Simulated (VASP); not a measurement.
# Bi (P6_3/mmc) in VASP: notebook, part 2 of 2

VASP 6.6.1.

### Step 4. Single point, revPBE (28.46 Å³/atom)

This run uses another cell than the first one, of 28.46 Å³/atom.

Contents of INCAR:

```
SYSTEM = Bi
ALGO = Normal
EDIFF = 1E-6
ENCUT = 520
GGA = RE
ISIF = 2
ISMEAR = -1
LASPH = .True.
LCHARG = .True.
LELF = .True.
LREAL = .False.
LVHAR = .True.
LWAVE = .False.
NBANDS = 38
NELM = 100
PREC = Accurate
SIGMA = 0.1
```

Contents of KPOINTS:

```
k-points
0
Gamma
  12 12 3
  0 0 0
```

Contents of POSCAR:

```
Bi
1.0
    3.3987874845      0.0000000000      0.0000000000
   -1.6993937423      2.9434363036      0.0000000000
    0.0000000000      0.0000000000     11.3790316280
Bi
4
Direct
    0.0000000000      1.0000000000      1.0000000000
    0.0000000000      1.0000000000      0.5000000000
    0.3333333333      0.6666666667      0.2500000000
    0.6666666667      0.3333333333      0.7500000000
```

Potentials or basis: VASP PAW PBE potentials, release 64 (Bi_d).

Command:

```sh
> cat potpaw_PBE.64/Bi_d/POTCAR > POTCAR
> mpirun -np 1 vasp_std > vasp.out
```

OUTCAR:

```text
SYSTEM = Bi
   EDIFF = 1E-6
   ENCUT = 520
   GGA = RE
   ISIF = 2
   ISMEAR = -1
   LASPH = .True.
   LREAL = .False.
   NELM = 100
   PREC = Accurate

 ion  position               nearest neighbor table
   1  0.000  0.000  0.000-   3 3.46   4 3.46   3 3.46   4 3.46   4 3.46   3 3.46
   2  0.000  0.000  0.500-   3 3.46   4 3.46   3 3.46   4 3.46   4 3.46   3 3.46
   3  0.333  0.667  0.250-   1 3.46   2 3.46   1 3.46   2 3.46   1 3.46   2 3.46
   4  0.667  0.333  0.750-   1 3.46   2 3.46   1 3.46   2 3.46   1 3.46   2 3.46

  LATTYP: Found a hexagonal cell.
 ALAT       =     3.3987874845
 C/A-ratio  =     3.3479679680

  Lattice vectors:

 A1 = (   3.3987874845,   0.0000000000,   0.0000000000)
 A2 = (  -1.6993937423,   2.9434363036,   0.0000000000)
 A3 = (   0.0000000000,   0.0000000000,  11.3790316280)

Analysis of symmetry for initial positions (statically):
=====================================================================
 Subroutine PRICEL returns:
 Original cell was already a primitive cell.

 Routine SETGRP: Setting up the symmetry group for a
 hexagonal supercell.

 Subroutine GETGRP returns: Found 24 space group operations
 (whereof 12 operations were pure point group operations)
[... 171 lines left out ...]

 val. band max:        9.2158810257   @ k =   0.4167  -0.0000   0.0000
 cond. band min:       9.2908566264   @ k =   0.4167   0.0833   0.3333
 fundamental gap:      0.0749756007
 Fermi energy:         9.2459801746

 k-point     1 :       0.0000    0.0000    0.0000
  band No.  band energies     occupation
      1     -13.9845      2.00000
      2     -13.9798      2.00000
      3     -13.9798      2.00000
      4     -13.9779      2.00000
      5     -13.9750      2.00000
      6     -13.9727      2.00000
[... 973 lines left out ...]
     37      14.7427      0.00000
     38      14.7992      0.00000

 [... further k-points ...]

------------------------ aborting loop because EDIFF is reached ----------------------------------------

  FORCE on cell =-STRESS in cart. coord.  units (eV):
  Direction    XX          YY          ZZ          XY          YZ          ZX
  --------------------------------------------------------------------------------------
  -------------------------------------------------------------------------------------
  Total        5.9021135      5.9021135      5.6469625     -0.0000000      0.0000000      0.0000000
  in kB       83.0680822     83.0680822     79.4770120     -0.0000000      0.0000000      0.0000000
  external PRESSURE =      81.8710588 kB  Pullay stress =       0.0000000 kB

 VOLUME and BASIS-vectors are now :
 -----------------------------------------------------------------------------
  energy-cutoff  :      520.00
  volume of cell :      113.84
      direct lattice vectors                 reciprocal lattice vectors
     3.398787485  0.000000000  0.000000000     0.294222573  0.169869482  0.000000000
    -1.699393742  2.943436304  0.000000000     0.000000000  0.339738964  0.000000000
     0.000000000  0.000000000 11.379031628     0.000000000  0.000000000  0.087880940

 POSITION                                       TOTAL-FORCE (eV/Angst)
 -----------------------------------------------------------------------------------
      0.00000      0.00000      0.00000        -0.000000      0.000000      0.000000
      0.00000      0.00000      5.68952        -0.000000      0.000000      0.000000
     -0.00000      1.96229      2.84476         0.000000     -0.000000     -0.000000
      1.69939      0.98115      8.53427        -0.000000      0.000000     -0.000000
 -----------------------------------------------------------------------------------
    total drift:                                0.000000     -0.000000      0.000000

  FREE ENERGIE OF THE ION-ELECTRON SYSTEM (eV)
  ---------------------------------------------------
  free  energy   TOTEN  =       -13.3051414825 eV

  energy  without entropy=      -13.2301823255  energy(sigma->0) =      -13.26766190
```

stdout:

```text
POSCAR found type information on POSCAR Bi
 POSCAR found :  1 types and       4 ions
 scaLAPACK will be used
 -----------------------------------------------------------------------------
|                                                                             |
|                                                                             |
|     You enforced a specific xc type in the INCAR file but a different       |
|     I HOPE YOU KNOW WHAT YOU ARE DOING!                                     |
|                                                                             |
 -----------------------------------------------------------------------------

 LDA part: xc-table for (Slater+PW92), standard interpolation
 POSCAR, INCAR and KPOINTS ok, starting setup
 FFT: planning ... GRIDC
 FFT: planning ... GRID_SOFT
 FFT: planning ... GRID
 WAVECAR not read
 entering main loop
```

Run time: 2.6 min. Hardware: 1 thread of Intel Xeon Platinum 8259CL at 2.50GHz (Skylake/Cascade Lake), shared host; peak memory 0.3 GiB.

What came out:

```yaml
Free_energy: -13.3051 eV
Pressure: 8.2 GPa
Band_gap_on_the_k_mesh: zero (bands 30 and 31 overlap by 7.00 eV)
```

Stress tensor (GPa, compression positive):
```
8.31 0.00 0.00
0.00 8.31 0.00
0.00 0.00 7.95
```

Levels at points of the mesh, in eV from the Fermi level:
```
           k point  band 27  band 28  band 29  band 30  band 31  band 32  band 33  band 34
(0.00, 0.00, 0.00)    -1.34     4.05     4.05     4.81     4.81     4.82     4.82     5.23
(0.50, 0.00, 0.00)    -4.25    -3.79    -1.69    -0.87     0.56     1.62     1.81     1.83
```

Caveat: the cell stands under pressure; the PAW data sets were made with another functional, which shifts forces and pressure a little; spin-orbit coupling is left out, which moves the levels of the heavy elements.

### Step 5. Single point, revPBE (29.75 Å³/atom)

This run uses another cell than the first one, of 29.75 Å³/atom.

Contents of INCAR:

```
SYSTEM = Bi
PREC = Accurate
ENCUT = 520
EDIFF = 1E-7
ISMEAR = -1
SIGMA = 0.1
LREAL = .False.
LASPH = .True.
NELM = 80
ALGO = Normal
ISIF = 2
LWAVE = .False.
LCHARG = .True.
GGA = RE
LELF = .True.
LVHAR = .True.
NBANDS = 38
```

Contents of KPOINTS:

```
regular mesh
0
Gamma
  12 12 3
  0 0 0
```

Contents of POSCAR:

```
Bi
1.0
    3.4495231359      0.0000000000      0.0000000000
   -1.7247615680      2.9873746666      0.0000000000
    0.0000000000      0.0000000000     11.5488929636
Bi
4
Direct
    0.0000000000      1.0000000000      1.0000000000
    0.0000000000      1.0000000000      0.5000000000
    0.3333333333      0.6666666667      0.2500000000
    0.6666666667      0.3333333333      0.7500000000
```

Command:

```sh
> cat potpaw_PBE.64/Bi_d/POTCAR > POTCAR
> mpirun -np 1 vasp_std > vasp.out
```

Wall time 3.1 min (1 thread of Intel Xeon Platinum 8259CL at 2.50GHz (Skylake/Cascade Lake), shared host); peak memory 0.31 GiB.

Results (log left out):

```yaml
Free_energy: -13.5148 eV
Pressure: 4.8 GPa
Band_gap_on_the_k_mesh: zero (bands 30 and 31 overlap by 6.62 eV)
```

Stress tensor (GPa, compression positive):
```
4.81 0.00 0.00
0.00 4.81 0.00
0.00 0.00 4.67
```

Levels at points of the mesh, in eV from the Fermi level:
| k point | band 27 | band 28 | band 29 | band 30 | band 31 | band 32 | band 33 | band 34 |
| --- | --- | --- | --- | --- | --- | --- | --- | --- |
| (0.00, 0.00, 0.00) | -1.32 | 3.83 | 3.83 | 4.54 | 4.54 | 4.56 | 4.56 | 4.94 |
| (0.50, 0.00, 0.00) | -4.08 | -3.64 | -1.59 | -0.82 | 0.55 | 1.53 | 1.73 | 1.75 |

Caveat: the cell stands under pressure; the PAW data sets were made with another functional, which shifts forces and pressure a little; spin-orbit coupling is left out, which moves the levels of the heavy elements.

### Step 6. Single point, revPBE (31.05 Å³/atom)

This run uses another cell than the first one, of 31.05 Å³/atom.

Contents of INCAR:

```
PREC     = Accurate       # precision mode
ENCUT    = 520            # plane-wave cutoff, eV
EDIFF    = 1E-6           # SCF threshold, eV
ISMEAR   = -1             # smearing method
SIGMA    = 0.1            # smearing width, eV
LREAL    = False          # projectors in reciprocal space
LASPH    = True           # aspherical terms in the spheres
NELM     = 80             # most SCF steps
ALGO     = Normal         # electronic algorithm
ISIF     = 2              # what is computed and relaxed
LWAVE    = False          # write WAVECAR
LCHARG   = False          # write CHGCAR
GGA      = RE             # functional
NBANDS   = 38             # bands
```

Contents of KPOINTS:

```
regular mesh
0
Gamma
  12 12 3
```

Contents of POSCAR:

```
Bi
1.0
    3.4988086965      0.0000000000      0.0000000000
   -1.7494043483      3.0300572142      0.0000000000
    0.0000000000      0.0000000000     11.7138994420
Bi
4
Direct
    0.0000000000      1.0000000000      1.0000000000
    0.0000000000      1.0000000000      0.5000000000
    0.3333333333      0.6666666667      0.2500000000
    0.6666666667      0.3333333333      0.7500000000
```

Potentials or basis: VASP PAW PBE potentials, release 64 (Bi_d).

Command:

```sh
> cat potpaw_PBE.64/Bi_d/POTCAR > POTCAR
> mpirun -np 1 vasp_std > vasp.out
```

OUTCAR:

```text
PREC = Accurate
   ENCUT = 520
   EDIFF = 1E-6
   ISMEAR = -1
   LREAL = False
   LASPH = True
   NELM = 80
   ISIF = 2
   GGA = RE

 ion  position               nearest neighbor table
   1  0.000  0.000  0.000-   3 3.56   4 3.56   4 3.56   3 3.56   4 3.56   3 3.56
   2  0.000  0.000  0.500-   3 3.56   4 3.56   4 3.56   3 3.56   4 3.56   3 3.56
   3  0.333  0.667  0.250-   1 3.56   2 3.56   1 3.56   2 3.56   1 3.56   2 3.56
   4  0.667  0.333  0.750-   1 3.56   2 3.56   1 3.56   2 3.56   1 3.56   2 3.56

  LATTYP: Found a hexagonal cell.
 ALAT       =     3.4988086965
 C/A-ratio  =     3.3479679680

  Lattice vectors:

 A1 = (   3.4988086965,   0.0000000000,   0.0000000000)
 A2 = (  -1.7494043483,   3.0300572142,   0.0000000000)
 A3 = (   0.0000000000,   0.0000000000,  11.7138994420)

Analysis of symmetry for initial positions (statically):
=====================================================================
 Subroutine PRICEL returns:
 Original cell was already a primitive cell.

 Routine SETGRP: Setting up the symmetry group for a
 hexagonal supercell.

 Subroutine GETGRP returns: Found 24 space group operations
[... 170 lines left out ...]

 E-fermi :   8.1123     XC(G=0): -10.2492

 val. band max:        8.1057383625   @ k =   0.4167   0.0000   0.0000
 cond. band min:       8.1355401770   @ k =   0.2500   0.0000   0.0000
 fundamental gap:      0.0298018145
 Fermi energy:         8.1123252008

 k-point     1 :       0.0000    0.0000    0.0000
  band No.  band energies     occupation
      1     -15.0448      2.00000
      2     -15.0417      2.00000
      3     -15.0417      2.00000
      4     -15.0398      2.00000
      5     -15.0365      2.00000
      6     -15.0365      2.00000
[... 973 lines left out ...]
     37      13.4976      0.00000
     38      13.5540      0.00000

 [... further k-points ...]

------------------------ aborting loop because EDIFF is reached ----------------------------------------

  FORCE on cell =-STRESS in cart. coord.  units (eV):
  Direction    XX          YY          ZZ          XY          YZ          ZX
  --------------------------------------------------------------------------------------
  -------------------------------------------------------------------------------------
  Total        1.5651615      1.5651615      1.5993109     -0.0000000      0.0000000      0.0000000
  in kB       20.1928315     20.1928315     20.6334079     -0.0000000      0.0000000      0.0000000
  external PRESSURE =      20.3396903 kB  Pullay stress =       0.0000000 kB

 VOLUME and BASIS-vectors are now :
 -----------------------------------------------------------------------------
  energy-cutoff  :      520.00
  volume of cell :      124.19
      direct lattice vectors                 reciprocal lattice vectors
     3.498808696  0.000000000  0.000000000     0.285811568  0.165013386  0.000000000
    -1.749404348  3.030057214  0.000000000     0.000000000  0.330026772  0.000000000
     0.000000000  0.000000000 11.713899442     0.000000000  0.000000000  0.085368669

 POSITION                                       TOTAL-FORCE (eV/Angst)
 -----------------------------------------------------------------------------------
      0.00000      0.00000      0.00000         0.000000      0.000000      0.000000
      0.00000      0.00000      5.85695         0.000000      0.000000      0.000000
     -0.00000      2.02004      2.92847         0.000000     -0.000000      0.000000
      1.74940      1.01002      8.78542        -0.000000      0.000000     -0.000000
 -----------------------------------------------------------------------------------
    total drift:                                0.000000     -0.000000      0.000000

  FREE ENERGIE OF THE ION-ELECTRON SYSTEM (eV)
  ---------------------------------------------------
  free  energy   TOTEN  =       -13.6255297046 eV

  energy  without entropy=      -13.5419038471  energy(sigma->0) =      -13.58371678
```

OSZICAR:

```text
N       E                     dE             d eps       ncg     rms          rms(c)
DAV:   1     0.720788267056E+03    0.72079E+03   -0.31200E+04  2894   0.199E+03
DAV:   2     0.652636092760E+02   -0.65552E+03   -0.64373E+03  2888   0.552E+02
DAV:   3    -0.100097579254E+02   -0.75273E+02   -0.73264E+02  3382   0.200E+02
DAV:   4    -0.134419206050E+02   -0.34322E+01   -0.34178E+01  3248   0.444E+01
DAV:   5    -0.136286576874E+02   -0.18674E+00   -0.18672E+00  4196   0.946E+00    0.882E-01
DAV:   6    -0.136234939039E+02    0.51638E-02   -0.56907E-02  3594   0.201E+00    0.550E-01
DAV:   7    -0.136250690627E+02   -0.15752E-02   -0.24855E-02  3468   0.139E+00    0.163E-01
DAV:   8    -0.136255125811E+02   -0.44352E-03   -0.21089E-03  3302   0.492E-01    0.215E-02
DAV:   9    -0.136255325067E+02   -0.19926E-04   -0.14686E-04  4348   0.145E-01    0.109E-02
DAV:  10    -0.136255305697E+02    0.19370E-05   -0.10314E-05  3342   0.264E-02    0.368E-03
DAV:  11    -0.136255289576E+02    0.16122E-05   -0.12397E-06  1924   0.871E-03    0.866E-04
DAV:  12    -0.136255297046E+02   -0.74703E-06   -0.43844E-07  1792   0.875E-03
   1 F= -.13625530E+02 E0= -.13583717E+02  d E =-.836259E-01
```

stdout:

```text
POSCAR found type information on POSCAR Bi
 POSCAR found :  1 types and       4 ions
 scaLAPACK will be used
 -----------------------------------------------------------------------------
|                                                                             |
|                                                                             |
|     You enforced a specific xc type in the INCAR file but a different       |
|     I HOPE YOU KNOW WHAT YOU ARE DOING!                                     |
|                                                                             |
 -----------------------------------------------------------------------------

 LDA part: xc-table for (Slater+PW92), standard interpolation
 POSCAR, INCAR and KPOINTS ok, starting setup
 FFT: planning ... GRIDC
 FFT: planning ... GRID_SOFT
 FFT: planning ... GRID
 WAVECAR not read
 entering main loop
```

It took 2.6 min on 1 thread of Intel Xeon Platinum 8259CL at 2.50GHz (Skylake/Cascade Lake), shared host; peak memory 0.31 GiB.

Results:

| Property | Result |
| --- | --- |
| Free energy | -13.6255 eV |
| Pressure | 2.0 GPa |
| Band gap on the k mesh | zero (bands 30 and 31 overlap by 6.27 eV) |

Caveat: the PAW data sets were made with another functional, which shifts forces and pressure a little; spin-orbit coupling is left out, which moves the levels of the heavy elements.

### Step 7. Single point, revPBE (32.34 Å³/atom)

Contents of INCAR:

```
SYSTEM = Bi
PREC = Accurate ; ENCUT = 520
EDIFF = 1E-6 ; ISMEAR = -1
SIGMA = 0.1 ; LREAL = .FALSE.
LASPH = .TRUE. ; NELM = 60
ALGO = Normal ; ISIF = 2
LWAVE = .FALSE. ; LCHARG = .FALSE.
GGA = RE ; NBANDS = 38
```

Contents of KPOINTS:

```
regular mesh
0
G
  12 12 3
  0 0 0
```

Contents of POSCAR:

```
Bi
1.0
    3.5467435394      0.0000000000      0.0000000000
   -1.7733717697      3.0715700058      0.0000000000
    0.0000000000      0.0000000000     11.8743837604
Bi
4
Direct
    0.0000000000      1.0000000000      1.0000000000
    0.0000000000      1.0000000000      0.5000000000
    0.3333333333      0.6666666667      0.2500000000
    0.6666666667      0.3333333333      0.7500000000
```

Command:

```sh
> cat potpaw_PBE.64/Bi_d/POTCAR > POTCAR
> mpirun -np 1 vasp_std > vasp.out
```

Wall time 2.5 min (1 thread of Intel Xeon Platinum 8259CL at 2.50GHz (Skylake/Cascade Lake), shared host); peak memory 0.32 GiB.

The run converged. Its results:

| Property | Result |
| --- | --- |
| Free energy | -13.6575 eV |
| Pressure | -0.1 GPa |
| Band gap on the k mesh | zero (bands 30 and 31 overlap by 5.95 eV) |

Stress tensor (GPa, compression positive):
```
-0.19  0.00  0.00
 0.00 -0.19  0.00
 0.00  0.00  0.00
```

Levels at points of the mesh, in eV from the Fermi level:
```tsv
k point	band 28	band 29	band 30	band 31	band 32	band 33
(0.00, 0.00, 0.00)	3.44	3.44	4.07	4.07	4.09	4.09
(0.50, 0.00, 0.00)	-3.37	-1.41	-0.72	0.53	1.37	1.59
```

Caveat: the PAW data sets were made with another functional, which shifts forces and pressure a little; spin-orbit coupling is left out, which moves the levels of the heavy elements.

### Step 8. Overview

| cell | k mesh | gap on the mesh (eV) | pressure (GPa) |
| --- | --- | --- | --- |
| a = 3.547, b = 3.547, c = 11.874 Å, angles 90.0, 90.0, 120.0°, 4 atoms | 14 × 14 × 4 | none | 0.0 |
| a = 3.547, b = 3.547, c = 11.874 Å, angles 90.0, 90.0, 120.0°, 4 atoms | 10 × 10 × 3 | none | -0.1 |
| a = 3.399, b = 3.399, c = 11.379 Å, angles 90.0, 90.0, 120.0°, 4 atoms | 12 × 12 × 3 | none | 8.2 |
| a = 3.450, b = 3.450, c = 11.549 Å, angles 90.0, 90.0, 120.0°, 4 atoms | 12 × 12 × 3 | none | 4.8 |
| a = 3.499, b = 3.499, c = 11.714 Å, angles 90.0, 90.0, 120.0°, 4 atoms | 12 × 12 × 3 | none | 2.0 |
| a = 3.547, b = 3.547, c = 11.874 Å, angles 90.0, 90.0, 120.0°, 4 atoms | 12 × 12 × 3 | none | -0.1 |

Alike in all rows: task single point; level revPBE; potentials or basis VASP PAW PBE potentials, release 64 (Bi_d); no spin polarisation; cutoff (eV) 520; smearing fermi-dirac 0.1 eV.

Caveats: the PAW data sets were made with another functional, which shifts forces and pressure a little; spin-orbit coupling is left out, which moves the levels of the heavy elements; the cell stands under pressure (at least some runs).

Total energies depend on the potentials used, so only differences within one code and one set of settings carry meaning.
